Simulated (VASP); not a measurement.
# CaO (P6_3/mmc) in VASP: single point with PBE

Aim: the single point of CaO with PBE.

All numbers are computed with VASP 6.6.1; they aren't measurements. Logs are shortened: lines on timing, memory, paths and dates and some standing lists are left out, and cuts for length are marked.

## 1. The cell of the first run

The structure is hexagonal, space group P6_3/mmc (No. 194). The conventional cell has a = 3.764 Å, b = 3.764 Å, c = 4.510 Å, α = 90.00°, β = 90.00°, γ = 120.00°. Ca (site symmetry -6m2) has 5 O at 2.17 to 2.25 Å within 2.9 Å. Within 2.9 Å of O (site symmetry -6m2) lie 5 Ca at 2.17 to 2.25 Å.

## 2. Single point, PBE (strain -5.5%)

File INCAR:

```
SYSTEM = CaO
PREC = Accurate
ENCUT = 520
EDIFF = 1E-6
ISMEAR = -1
SIGMA = 0.02
LREAL = .FALSE.
LASPH = .TRUE.
NELM = 80
ALGO = Normal
ISIF = 2
LWAVE = .FALSE.
LCHARG = .FALSE.
GGA = PE
NBANDS = 24
```

File KPOINTS:

```
Automatic mesh
0
G
  12 12 6
  0 0 0
```

File POSCAR:

```
CaO
1.0
    3.7636627637      0.0000000000      0.0000000000
   -1.8818313819      3.2594275647      0.0000000000
    0.0000000000      0.0000000000      4.5096669876
Ca O
2 2
Direct
    0.3333333333      0.6666666667      0.2500000000
    0.6666666667      0.3333333333      0.7500000000
    0.6666666667      0.3333333333      0.2500000000
    0.3333333333      0.6666666667      0.7500000000
```

Potentials or basis: VASP PAW PBE potentials, release 64 (Ca_sv, O).

On the command line:

```bash
$ cat potpaw_PBE.64/Ca_sv/POTCAR potpaw_PBE.64/O/POTCAR > POTCAR
$ mpirun -np 1 vasp_std > vasp.out
```

OUTCAR:

```text
SYSTEM = CaO
   PREC = Accurate
   ENCUT = 520
   EDIFF = 1E-6
   ISMEAR = -1
   LREAL = .FALSE.
   LASPH = .TRUE.
   NELM = 80
   ISIF = 2
   GGA = PE

 ion  position               nearest neighbor table
   1  0.333  0.667  0.250-   3 2.17   3 2.17   3 2.17   4 2.25   4 2.25   2 3.13   2 3.13   2 3.13
                             2 3.13   2 3.13   2 3.13
   2  0.667  0.333  0.750-   4 2.17   4 2.17   4 2.17   3 2.25   3 2.25   1 3.13   1 3.13   1 3.13
                             1 3.13   1 3.13   1 3.13
   3  0.667  0.333  0.250-   1 2.17   1 2.17   1 2.17   2 2.25   2 2.25
   4  0.333  0.667  0.750-   2 2.17   2 2.17   2 2.17   1 2.25   1 2.25

  LATTYP: Found a hexagonal cell.
 ALAT       =     3.7636627637
 C/A-ratio  =     1.1982122923

  Lattice vectors:

 A1 = (   3.7636627637,   0.0000000000,   0.0000000000)
 A2 = (  -1.8818313819,   3.2594275647,   0.0000000000)
 A3 = (   0.0000000000,   0.0000000000,   4.5096669876)

Analysis of symmetry for initial positions (statically):
=====================================================================
 Subroutine PRICEL returns:
 Original cell was already a primitive cell.

 Routine SETGRP: Setting up the symmetry group for a
 hexagonal supercell.

 Subroutine GETGRP returns: Found 24 space group operations
 (whereof 12 operations were pure point group operations)
 out of a pool of 24 trial point group operations.

The static configuration has the point symmetry D_3d.
 The point group associated with its full space group is D_6h.

Analysis of symmetry for dynamics (positions and initial velocities):
=====================================================================
 Subroutine PRICEL returns:
 Original cell was already a primitive cell.

 Routine SETGRP: Setting up the symmetry group for a
 hexagonal supercell.

 Subroutine GETGRP returns: Found 24 space group operations
 (whereof 12 operations were pure point group operations)
 out of a pool of 24 trial point group operations.

The dynamic configuration has the point symmetry D_3d.
 The point group associated with its full space group is D_6h.

 Subroutine INISYM returns: Found 24 space group operations
 (whereof 12 operations are pure point group operations),
 and found     1 'primitive' translations

----------------------------------------------------------------------------------------

                                     Primitive cell

  volume of cell :      55.3218

  direct lattice vectors                    reciprocal lattice vectors
     3.763662764  0.000000000  0.000000000     0.265698619  0.153401169  0.000000000
    -1.881831382  3.259427565  0.000000000     0.000000000  0.306802339  0.000000000
     0.000000000  0.000000000  4.509666988     0.000000000  0.000000000  0.221745863

  length of vectors
     3.763662764  3.763662764  4.509666988     0.306802339  0.306802339  0.221745863

  position of ions in fractional coordinates (direct lattice)
     0.333333333  0.666666667  0.250000000
     0.666666667  0.333333333  0.750000000
     0.666666667  0.333333333  0.250000000
     0.333333333  0.666666667  0.750000000

  ion indices of the primitive-cell ions
   primitive index   ion index
                 1           1
                 2           2
                 3           3
                 4           4

----------------------------------------------------------------------------------------

 KPOINTS: Automatic mesh

Automatic generation of k-mesh.
 Grid dimensions read from file:
 generate k-points for:   12   12    6

 Generating k-lattice:

  Cartesian coordinates                     Fractional coordinates (reciprocal lattice)
     0.022141552  0.012783431  0.000000000     0.083333333  0.000000000  0.000000000
     0.000000000  0.025566862  0.000000000     0.000000000  0.083333333  0.000000000
     0.000000000  0.000000000  0.036957644     0.000000000  0.000000000  0.166666667

  Length of vectors
     0.025566862  0.025566862  0.036957644

  Shift w.r.t. Gamma in fractional coordinates (k-lattice)
     0.000000000  0.000000000  0.000000000

 Subroutine IBZKPT returns following result:
 ===========================================

 Found     76 irreducible k-points:

 Following reciprocal coordinates:
            Coordinates               Weight
  0.000000  0.000000  0.000000      1.000000
  0.083333  0.000000  0.000000      6.000000
  0.166667 -0.000000  0.000000      6.000000
  0.250000  0.000000  0.000000      6.000000
  0.333333  0.000000  0.000000      6.000000
  0.416667 -0.000000  0.000000      6.000000
[... 16 lines left out ...]
  0.250000  0.000000  0.166667     12.000000
  0.333333  0.000000  0.166667     12.000000
 [... further k-points ...]
   k-points           NKPTS =     76   k-points in BZ     NKDIM =     76   number of bands    NBANDS=     24
   number of dos      NEDOS =    301   number of ions     NIONS =      4
   total plane-waves  NPLWV =  28224
   dimension x,y,z NGX =    28 NGY =   28 NGZ =   36
   dimension x,y,z NGXF=    56 NGYF=   56 NGZF=   72
   ions per type =               2   2
   NGX,Y,Z   is equivalent  to a cutoff of  12.37, 12.37, 13.27 a.u.
   NGXF,Y,Z  is equivalent  to a cutoff of  24.74, 24.74, 26.54 a.u.
 SYSTEM =  CaO
   PREC   = accura    normal or accurate (medium, high low for compatibility)
   ISTART =      0    job   : 0-new  1-cont  2-samecut
   ICHARG =      2    charge: 1-file 2-atom 10-const
   ISPIN  =      1    spin polarized calculation?
   LNONCOLLINEAR =      F non collinear calculations
   LSORBIT =      F    spin-orbit coupling
   LASPH  =      T    aspherical Exc in radial PAW
   ENCUT  =  520.0 eV  38.22 Ry    6.18 a.u.   7.00  7.00  8.38*2*pi/ulx,y,z
   NELM   =     80;   NELMIN=  2; NELMDL= -5     # of ELM steps
   EDIFF  = 0.1E-05   stopping-criterion for ELM
   LREAL  =      F    real-space projection
   EDIFFG = 0.1E-04   stopping-criterion for IOM
   NSW    =      0    number of steps for IOM
   IBRION =     -1    ionic relax: 0-MD 1-quasi-New 2-CG
   NFREE  =      0    steps in history (QN), initial steepest desc. (CG)
   ISIF   =      2    stress and relaxation
   ISYM   =      2    0-nonsym 1-usesym 2-fastsym
   POTIM  = 0.5000    time-step for ionic-motion
   TEBEG  =    0.0;   TEEND  =   0.0 temperature during run
   PSTRESS=    0.0 pullay stress
   NELECT =      32.0000    total number of electrons
   NUPDOWN=      -1.0000    fix difference up-down
   EMIN   =  10.00;   EMAX   =-10.00  energy-range for DOS
   EFERMI =   0.00;   METHOD = LEGACY
   ISMEAR =    -1;   SIGMA  =   0.02  broadening in eV -4-tet -1-fermi 0-gaus
   EFERMI_NEDOS =   21; number of points for ismear=-14 and -15
   IALGO  =     38    algorithm
   IMIX   =      4    mixing-type and parameters
     AMIX     =   0.40;   BMIX     =  1.00
     AMIX_MAG =   1.60;   BMIX_MAG =  1.00
  volume/ion in A,a.u.               =      13.83        93.33
  Fermi-wavevector in a.u.,A,eV,Ry     =   1.364036  2.577655 25.314939  1.860596
  Thomas-Fermi vector in A             =   2.490387
   LORBIT       =      0    0 simple, 1 ext, 2 COOP (PROOUT), +10 PAW based schemes
   GGA     = PE    functional components
   LHFCALC =     F    Hartree Fock is set to
   AEXX    =    0.0000 exact exchange contribution
   IVDW    =     0    specifies the selected vdW correction
   LEPSILON=     F    determine dielectric tensor
   LRPA    =     F    only Hartree local field effects (RPA)
 non-spin polarized calculation
  energy-cutoff  :      520.00
  volume of cell :       55.32
 maximum number of plane-waves:      1507
 NGX is ok and might be reduce to    28
   NGX = 13   NGY = 13   NGZ = 17

 number of electron      31.9999993 magnetization

 Free energy of the ion-electron system (eV)
  ---------------------------------------------------
  ext. energy  EPLUGINS =         0.00000000
  ---------------------------------------------------
  free energy    TOTEN  =       -24.55651620 eV

  energy without entropy =      -24.55651620  energy(sigma->0) =      -24.55651620

 E-fermi :   2.7097     XC(G=0): -10.2159

 val. band max:        2.3044959989   @ k =   0.0000   0.0000   0.0000
 cond. band min:       6.0791762710   @ k =   0.0000   0.0000   0.0000
 fundamental gap:      3.7746802721
 Fermi energy:         2.7097320010

 k-point     1 :       0.0000    0.0000    0.0000
  band No.  band energies     occupation
      1     -34.6811      2.00000
      2     -34.4029      2.00000
      3     -16.2955      2.00000
      4     -15.8323      2.00000
      5     -15.8323      2.00000
      6     -15.4868      2.00000
[... 16 lines left out ...]
     23      11.6116      0.00000
     24      12.0572      0.00000

 k-point     2 :       0.0833    0.0000    0.0000
  band No.  band energies     occupation
      1     -34.6748      2.00000
      2     -34.4049      2.00000
      3     -16.2790      2.00000
      4     -15.9164      2.00000
      5     -15.8443      2.00000
      6     -15.5949      2.00000
[... 16 lines left out ...]
     23      11.7308      0.00000
     24      11.8068      0.00000

 k-point     3 :       0.1667   -0.0000    0.0000
  band No.  band energies     occupation
      1     -34.6569      2.00000
      2     -34.4113      2.00000
      3     -16.2313      2.00000
      4     -16.1211      2.00000
      5     -15.8761      2.00000
      6     -15.8430      2.00000
[... 16 lines left out ...]
     23      11.6187      0.00000
     24      11.7657      0.00000

 k-point     4 :       0.2500    0.0000    0.0000
  band No.  band energies     occupation
      1     -34.6300      2.00000
      2     -34.4223      2.00000
      3     -16.3601      2.00000
      4     -16.1576      2.00000
      5     -16.1151      2.00000
      6     -15.9170      2.00000
[... 16 lines left out ...]
     23      11.4521      0.00000
     24      11.8724      0.00000

 k-point     5 :       0.3333    0.0000    0.0000
  band No.  band energies     occupation
      1     -34.5986      2.00000
      2     -34.4377      2.00000
      3     -16.5684      2.00000
      4     -16.3416      2.00000
      5     -16.0675      2.00000
      6     -15.9559      2.00000
[... 451 lines left out ...]
 k-point    22 :       0.1667   -0.0000    0.1667
  band No.  band energies     occupation
      1     -34.6401      2.00000
      2     -34.4273      2.00000
      3     -16.4687      2.00000
      4     -16.0473      2.00000
      5     -15.8905      2.00000
      6     -15.8499      2.00000
[... 16 lines left out ...]
     23      11.7670      0.00000
     24      11.7804      0.00000

 k-point    23 :       0.2500    0.0000    0.1667
  band No.  band energies     occupation
      1     -34.6156      2.00000
      2     -34.4356      2.00000
      3     -16.6153      2.00000
      4     -16.3202      2.00000
      5     -15.8952      2.00000
      6     -15.8884      2.00000
[... 16 lines left out ...]
     23      11.8273      0.00000
     24      12.0393      0.00000

 k-point    24 :       0.3333    0.0000    0.1667
  band No.  band energies     occupation
      1     -34.5872      2.00000
      2     -34.4478      2.00000
      3     -16.7713      2.00000
      4     -16.5437      2.00000
      5     -15.9250      2.00000
      6     -15.8539      2.00000
[... 16 lines left out ...]
     23      11.7250      0.00000
     24      12.0398      0.00000

 [... further k-points ...]
[... 5 lines left out ...]
  --------------------------------------------------------------------------------------
  -------------------------------------------------------------------------------------
  Total        8.2341337      8.2341337      9.5579983     -0.0000000      0.0000000      0.0000000
  in kB      238.4690314    238.4690315    276.8095190     -0.0000000      0.0000000      0.0000000
  external PRESSURE =     251.2491940 kB  Pullay stress =       0.0000000 kB

 VOLUME and BASIS-vectors are now :
 -----------------------------------------------------------------------------
  energy-cutoff  :      520.00
  volume of cell :       55.32
      direct lattice vectors                 reciprocal lattice vectors
     3.763662764  0.000000000  0.000000000     0.265698619  0.153401169  0.000000000
    -1.881831382  3.259427565  0.000000000     0.000000000  0.306802339  0.000000000
     0.000000000  0.000000000  4.509666988     0.000000000  0.000000000  0.221745863

 POSITION                                       TOTAL-FORCE (eV/Angst)
 -----------------------------------------------------------------------------------
     -0.00000      2.17295      1.12742        -0.000000     -0.000000      0.000000
      1.88183      1.08648      3.38225         0.000000      0.000000      0.000000
      1.88183      1.08648      1.12742         0.000000     -0.000000      0.000000
     -0.00000      2.17295      3.38225        -0.000000      0.000000      0.000000
 -----------------------------------------------------------------------------------
    total drift:                                0.000000     -0.000000      0.000000

  FREE ENERGIE OF THE ION-ELECTRON SYSTEM (eV)
  ---------------------------------------------------
  free  energy   TOTEN  =       -24.5565162010 eV

  energy  without entropy=      -24.5565162010  energy(sigma->0) =      -24.55651620
```

It took 60 s on 1 thread of Intel Xeon Platinum 8488C (Sapphire Rapids), shared host; peak memory 0.23 GiB.

Results:

```
Free energy            : -24.5565 eV
Pressure               : 25.1 GPa
Band gap on the k mesh : 3.77 eV, direct
```

Caveat: the cell differs from its parent crystal (strain -5.5%). A k mesh can miss the band edges.
